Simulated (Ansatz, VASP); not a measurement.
**SiC: VASP beside Ansatz**

File INCAR:

```
  ALGO = Normal
  EDIFF = 1E-6
  ENCUT = 520
  GGA = PE
  ISIF = 2
  ISMEAR = 0
  ISPIN = 2
  LASPH = True
  LCHARG = True
  LELF = True
  LORBIT = 11
  LREAL = False
  LVHAR = True
  LWAVE = False
  MAGMOM = 0 0 0 0 0 0 1 1 1 1 1 1
  NBANDS = 40
  NELM = 150
  PREC = Accurate
  SIGMA = 0.1
```

The input KPOINTS:

```
k-points
0
Gamma
  4 2 6
```

File POSCAR:

```
SiC
1.0
    5.5676507500      0.0000000000      0.0000000000
    0.0000000000      7.6788049700      0.0000000000
    0.0000000000      0.0000000000      2.6754632100
Si C
6 6
Direct
    0.5869124700      0.6490596900      0.5000000000
    0.4130875300      0.3509403100      0.5000000000
    0.0000000000      0.5000000000      0.0000000000
    0.0869124700      0.8509403100      0.5000000000
    0.9130875300      0.1490596900      0.5000000000
    0.5000000000      0.0000000000      0.0000000000
    0.0869124700      0.3509403100      0.5000000000
    0.9130875300      0.6490596900      0.5000000000
    0.5000000000      0.5000000000      0.0000000000
    0.5869124700      0.1490596900      0.5000000000
    0.4130875300      0.8509403100      0.5000000000
    0.0000000000      0.0000000000      0.0000000000
```

Input for Ansatz:

```yaml
crystal:
  lattice:
    - [5.56765075, 0.0, 0.0]
    - [0.0, 7.67880497, 0.0]
    - [0.0, 0.0, 2.67546321]
  atoms:
    - { symbol: Si, position: [0.58691247, 0.64905969, 0.5] }
    - { symbol: Si, position: [0.41308753, 0.35094031, 0.5] }
    - { symbol: Si, position: [0.0, 0.5, 0.0] }
    - { symbol: Si, position: [0.08691247, 0.85094031, 0.5] }
    - { symbol: Si, position: [0.91308753, 0.14905969, 0.5] }
    - { symbol: Si, position: [0.5, 0.0, 0.0] }
    - { symbol: C, position: [0.08691247, 0.35094031, 0.5], spin: 1.0 }
    - { symbol: C, position: [0.91308753, 0.64905969, 0.5], spin: 1.0 }
    - { symbol: C, position: [0.5, 0.5, 0.0], spin: 1.0 }
    - { symbol: C, position: [0.58691247, 0.14905969, 0.5], spin: 1.0 }
    - { symbol: C, position: [0.41308753, 0.85094031, 0.5], spin: 1.0 }
    - { symbol: C, position: [0.0, 0.0, 0.0], spin: 1.0 }
basis:
  ecutwfc: 420
kpoints:
  mp_grid: { grid: [4, 2, 6] }
hamiltonian:
  xc: pbe
scf:
  occupations: { method: gaussian, width: 0.1 }
  lower_state_search: "off"
output:
  forces: true
  stress: true
  eigenvalues: true
  populations: true
magnetization:
  spin_polarized: true
```

Alike in both runs: task single point; functional PBE; k mesh 4 × 2 × 6; occupations gaussian, width 0.1 eV; collinear spin.

```csv
,VASP,Ansatz
version,VASP 6.6.1,Ansatz 0.2.0
potentials or method,"VASP PAW PBE potentials, release 64 (Si, C), cutoff 520 eV","scalar-relativistic, plane waves, PAW"
valence electrons in the cell,48,48
```

```tsv
	VASP	Ansatz	Ansatz less VASP
gap on the k mesh at the Fermi level (eV)	none	none	-
rms of the force components (eV/Å)	0.754	0.753	-0.0019
net moment per atom (μB)	0.00	0.00	0.000
```

Atom by atom the forces differ by 0.007 eV/Å (rms over components). A gap of «none» marks a metal or a gap that the smearing closes. Ansatz's warnings: seeded moment not kept.

The k mesh is coarse, so the values compare programs but aren't converged.
